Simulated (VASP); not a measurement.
# CdI2 (P-3m1) in VASP: notebook, part 2 of 2

VASP 6.6.1. The steps go on from the part before.

### 3 Single point, PBEsol (33.52 Å³/atom)

This run uses another cell than the first one, of 33.52 Å³/atom.

INCAR

```
SYSTEM = CdI2
  ALGO = Normal
  EDIFF = 1E-6
  ENCUT = 500
  GGA = PS
  GGA_COMPAT = .FALSE.
  ISIF = 2
  ISMEAR = -1
  LASPH = .TRUE.
  LCHARG = .FALSE.
  LREAL = .FALSE.
  LWAVE = .FALSE.
  NBANDS = 20
  NELM = 120
  PREC = Accurate
  SIGMA = 0.03
```

KPOINTS

```
k-points
0
G
  8 8 5
  0 0 0
```

POSCAR

```
CdI2
1.0
    4.1573626761      0.0000000000      0.0000000000
   -2.0786813380      3.6003816902      0.0000000000
    0.0000000000      0.0000000000      6.7189811197
Cd I
1 2
Direct
    0.0000000000      0.0000000000      0.0000000000
    0.3333333333      0.6666666667      0.2492000000
    0.6666666667      0.3333333333      0.7508000000
```

Potentials or basis: VASP PAW PBE potentials, release 64 (Cd, I).

Started as:

```
$ cat potpaw_PBE.64/Cd/POTCAR potpaw_PBE.64/I/POTCAR > POTCAR
$ mpirun -np 1 vasp_std > vasp.out
```

OUTCAR:

```text
SYSTEM = CdI2
   EDIFF = 1E-6
   ENCUT = 500
   GGA = PS
   ISIF = 2
   ISMEAR = -1
   LASPH = .TRUE.
   LREAL = .FALSE.
   NELM = 120
   PREC = Accurate

 ion  position               nearest neighbor table
   1  0.000  0.000  0.000-   2 2.93   3 2.93   2 2.93   3 2.93   3 2.93   2 2.93
   2  0.333  0.667  0.249-   1 2.93   1 2.93   1 2.93
   3  0.667  0.333  0.751-   1 2.93   1 2.93   1 2.93

  LATTYP: Found a hexagonal cell.
 ALAT       =     4.1573626761
 C/A-ratio  =     1.6161642953

  Lattice vectors:

 A1 = (   4.1573626761,   0.0000000000,   0.0000000000)
 A2 = (  -2.0786813380,   3.6003816902,   0.0000000000)
 A3 = (   0.0000000000,   0.0000000000,   6.7189811197)

Analysis of symmetry for initial positions (statically):
=====================================================================
 Subroutine PRICEL returns:
 Original cell was already a primitive cell.

 Routine SETGRP: Setting up the symmetry group for a
 hexagonal supercell.

 Subroutine GETGRP returns: Found 12 space group operations
 (whereof 12 operations were pure point group operations)
 out of a pool of 24 trial point group operations.

The static configuration has the point symmetry D_3d.

Analysis of symmetry for dynamics (positions and initial velocities):
=====================================================================
 Subroutine PRICEL returns:
 Original cell was already a primitive cell.

 Routine SETGRP: Setting up the symmetry group for a
 hexagonal supercell.

 Subroutine GETGRP returns: Found 12 space group operations
 (whereof 12 operations were pure point group operations)
 out of a pool of 24 trial point group operations.

The dynamic configuration has the point symmetry D_3d.

 Subroutine INISYM returns: Found 12 space group operations
[... 106 lines left out ...]
   ISYM   =      2    0-nonsym 1-usesym 2-fastsym
   POTIM  = 0.5000    time-step for ionic-motion
   TEBEG  =    0.0;   TEEND  =   0.0 temperature during run
   PSTRESS=    0.0 pullay stress
   NELECT =      26.0000    total number of electrons
   NUPDOWN=      -1.0000    fix difference up-down
   EMIN   =  10.00;   EMAX   =-10.00  energy-range for DOS
   EFERMI =   0.00;   METHOD = LEGACY
   ISMEAR =    -1;   SIGMA  =   0.03  broadening in eV -4-tet -1-fermi 0-gaus
   EFERMI_NEDOS =   21; number of points for ismear=-14 and -15
   IALGO  =     38    algorithm
   IMIX   =      4    mixing-type and parameters
     AMIX     =   0.40;   BMIX     =  1.00
     AMIX_MAG =   1.60;   BMIX_MAG =  1.00
  volume/ion in A,a.u.               =      33.52       226.23
  Fermi-wavevector in a.u.,A,eV,Ry     =   1.042900  1.970795 14.798245  1.087640
  Thomas-Fermi vector in A             =   2.177586
   LORBIT       =      0    0 simple, 1 ext, 2 COOP (PROOUT), +10 PAW based schemes
   GGA     = PS    functional components
   LHFCALC =     F    Hartree Fock is set to
   AEXX    =    0.0000 exact exchange contribution
   IVDW    =     0    specifies the selected vdW correction
   LEPSILON=     F    determine dielectric tensor
   LRPA    =     F    only Hartree local field effects (RPA)
 non-spin polarized calculation
  energy-cutoff  :      500.00
  volume of cell :      100.57
 maximum number of plane-waves:      2575
   NGX = 15   NGY = 15   NGZ = 25

 number of electron      25.9999992 magnetization

 Free energy of the ion-electron system (eV)
  ---------------------------------------------------
  ext. energy  EPLUGINS =         0.00000000
  ---------------------------------------------------
  free energy    TOTEN  =        -6.33940422 eV

  energy without entropy =       -6.33940422  energy(sigma->0) =       -6.33940422

 E-fermi :   3.2335     XC(G=0):  -9.0386

 val. band max:        2.5510270017   @ k =   0.1250   0.0000   0.2000
 cond. band min:       4.8795619628   @ k =   0.5000   0.0000   0.4000
 fundamental gap:      2.3285349611
 Fermi energy:         3.2334804744

 k-point     1 :       0.0000    0.0000    0.0000
  band No.  band energies     occupation
      1      -9.9673      2.00000
      2      -9.1133      2.00000
      3      -5.1886      2.00000
      4      -5.1886      2.00000
      5      -5.0555      2.00000
      6      -4.9390      2.00000
[... 541 lines left out ...]
     19      10.1932      0.00000
     20      11.6305      0.00000

 [... further k-points ...]
[... 5 lines left out ...]
  --------------------------------------------------------------------------------------
  -------------------------------------------------------------------------------------
  Total        1.3349719      1.3349719      1.3873276      0.0000000      0.0000000      0.0000000
  in kB       21.2673226     21.2673226     22.1013977      0.0000000      0.0000000      0.0000000
  external PRESSURE =      21.5453476 kB  Pullay stress =       0.0000000 kB

 VOLUME and BASIS-vectors are now :
 -----------------------------------------------------------------------------
  energy-cutoff  :      500.00
  volume of cell :      100.57
      direct lattice vectors                 reciprocal lattice vectors
     4.157362676  0.000000000  0.000000000     0.240537109  0.138874165  0.000000000
    -2.078681338  3.600381690  0.000000000     0.000000000  0.277748329  0.000000000
     0.000000000  0.000000000  6.718981120     0.000000000  0.000000000  0.148832090

 POSITION                                       TOTAL-FORCE (eV/Angst)
 -----------------------------------------------------------------------------------
      0.00000      0.00000      0.00000         0.000000      0.000000      0.000000
     -0.00000      2.40025      1.67437        -0.000000      0.000000      0.307866
      2.07868      1.20013      5.04461        -0.000000     -0.000000     -0.307866
 -----------------------------------------------------------------------------------
    total drift:                                0.000000     -0.000000      0.000000

  FREE ENERGIE OF THE ION-ELECTRON SYSTEM (eV)
  ---------------------------------------------------
  free  energy   TOTEN  =        -6.3394042234 eV

  energy  without entropy=       -6.3394042234  energy(sigma->0) =       -6.33940422
```

OSZICAR:

```text
N       E                     dE             d eps       ncg     rms          rms(c)
DAV:   1     0.155306164117E+03    0.15531E+03   -0.11373E+04  1616   0.108E+03
DAV:   2     0.245195023920E+01   -0.15285E+03   -0.14812E+03  1888   0.247E+02
DAV:   3    -0.651215159807E+01   -0.89641E+01   -0.89321E+01  1944   0.597E+01
DAV:   4    -0.664974263621E+01   -0.13759E+00   -0.13757E+00  2112   0.700E+00
DAV:   5    -0.665109672032E+01   -0.13541E-02   -0.13541E-02  2000   0.691E-01    0.745E+00
DAV:   6    -0.636393758314E+01    0.28716E+00   -0.56564E-01  1708   0.871E+00    0.596E+00
DAV:   7    -0.634124139306E+01    0.22696E-01   -0.19729E-01  1840   0.288E+00    0.215E+00
DAV:   8    -0.633966242646E+01    0.15790E-02   -0.29749E-02  1748   0.193E+00    0.436E-01
DAV:   9    -0.633940064671E+01    0.26178E-03   -0.24216E-03  1824   0.542E-01    0.164E-01
DAV:  10    -0.633940181042E+01   -0.11637E-05   -0.25593E-04  1776   0.141E-01    0.410E-02
DAV:  11    -0.633940382392E+01   -0.20135E-05   -0.18538E-05  1876   0.361E-02    0.182E-02
DAV:  12    -0.633940422342E+01   -0.39950E-06   -0.14994E-06  1256   0.129E-02
   1 F= -.63394042E+01 E0= -.63394042E+01  d E =-.651502E-11
```

Wall time 84 s (1 thread of Intel Xeon 8259CL, shared host); peak memory 0.24 GiB.

What came out:

| Item | Value |
| --- | --- |
| Free energy | -6.3394 eV |
| Pressure | 2.2 GPa |
| Largest force | 0.308 eV/Å |
| Band gap on the k mesh | 2.33 eV (least direct gap 2.73 eV) |

Forces in eV/Å, atoms in the order of the input:
```
Cd   0.000  0.000  0.000
I    0.000  0.000  0.308
I    0.000  0.000 -0.308
```

Stress tensor (GPa, compression positive):
```
2.13 0.00 0.00
0.00 2.13 0.00
0.00 0.00 2.21
```

Levels at points of the mesh, in eV from the valence-band top:
```
           k point  band 10  band 11  band 12  band 13  band 14  band 15  band 16  band 17
(0.00, 0.00, 0.00)    -0.39    -0.19    -0.19    -0.18     2.55     4.24     6.24     6.24
(0.50, 0.00, 0.00)    -2.29    -1.77    -0.85    -0.16     2.66     4.83     5.67     6.42
```

Caveat: the PAW data sets were made with another functional, which shifts forces and pressure a little; spin-orbit coupling is left out, which moves the levels of the heavy elements; an odd mesh through Γ misses points on the zone boundary, where band edges can lie; this functional lacks dispersion, which binds the layers, so the pressure and a relaxed spacing across them are unreliable.

### 4 Single point, PBEsol (34.95 Å³/atom)

This run uses another cell than the first one, of 34.95 Å³/atom.

INCAR

```
SYSTEM = CdI2
PREC = Accurate
ENCUT = 500
EDIFF = 1E-6
ISMEAR = -1
SIGMA = 0.03
LREAL = .False.
LASPH = .True.
NELM = 120
ALGO = Normal
ISIF = 2
LWAVE = .False.
LCHARG = .True.
GGA = PS
LELF = .True.
LVHAR = .True.
NBANDS = 20
GGA_COMPAT = .False.
```

KPOINTS

```
regular mesh
0
Gamma
  8 8 5
  0 0 0
```

POSCAR

```
CdI2
1.0
    4.2155151402      0.0000000000      0.0000000000
   -2.1077575701      3.6507432014      0.0000000000
    0.0000000000      0.0000000000      6.8129650559
Cd I
1 2
Direct
    0.0000000000      0.0000000000      0.0000000000
    0.3333333333      0.6666666667      0.2492000000
    0.6666666667      0.3333333333      0.7508000000
```

Started as:

```
$ cat potpaw_PBE.64/Cd/POTCAR potpaw_PBE.64/I/POTCAR > POTCAR
$ mpirun -np 1 vasp_std > vasp.out
```

Wall time 87 s (1 thread of Intel Xeon 8259CL, shared host); peak memory 0.26 GiB.

It converged, with:

| Quantity | Value |
| --- | --- |
| Free energy | -6.3737 eV |
| Pressure | 0.4 GPa |
| Largest force | 0.045 eV/Å |
| Band gap on the k mesh | 2.30 eV (least direct gap 2.57 eV) |

Forces in eV/Å, atoms in the order of the input:
```
Cd   0.000  0.000  0.000
I    0.000  0.000  0.045
I    0.000  0.000 -0.045
```

Stress tensor (GPa, compression positive):
```
0.38 0.00 0.00
0.00 0.38 0.00
0.00 0.00 0.53
```

Levels at points of the mesh, in eV from the valence-band top:
```tsv
k point	band 11	band 12	band 13	band 14	band 15	band 16
(0.00, 0.00, 0.00)	-0.18	-0.18	-0.16	2.42	4.29	6.24
(0.50, 0.00, 0.00)	-1.63	-0.77	-0.15	2.61	4.86	5.76
```

Caveat: the PAW data sets were made with another functional, which shifts forces and pressure a little; spin-orbit coupling is left out, which moves the levels of the heavy elements; an odd mesh through Γ misses points on the zone boundary, where band edges can lie; this functional lacks dispersion, which binds the layers, so the pressure and a relaxed spacing across them are unreliable.

### 5 Overview

| cell | gap on the mesh (eV) | pressure (GPa) | largest force (eV/Å) |
| --- | --- | --- | --- |
| a = 4.329, b = 4.329, c = 6.859 Å, angles 90.0, 90.0, 120.0°, 3 atoms | 2.22 | -1.5 | 0.23 |
| a = 4.157, b = 4.157, c = 6.719 Å, angles 90.0, 90.0, 120.0°, 3 atoms | 2.33 | 2.2 | 0.31 |
| a = 4.216, b = 4.216, c = 6.813 Å, angles 90.0, 90.0, 120.0°, 3 atoms | 2.30 | 0.4 | 0.05 |

Alike in all rows: task single point; level PBEsol; potentials or basis VASP PAW PBE potentials, release 64 (Cd, I); no spin polarisation; k mesh 8 × 8 × 5; cutoff (eV) 500; smearing fermi-dirac 0.03 eV.

Caveats: the PAW data sets were made with another functional, which shifts forces and pressure a little; spin-orbit coupling is left out, which moves the levels of the heavy elements; an odd mesh through Γ misses points on the zone boundary, where band edges can lie; this functional lacks dispersion, which binds the layers, so the pressure and a relaxed spacing across them are unreliable.

Total energies depend on the potentials used, so only differences within one code and one set of settings carry meaning.
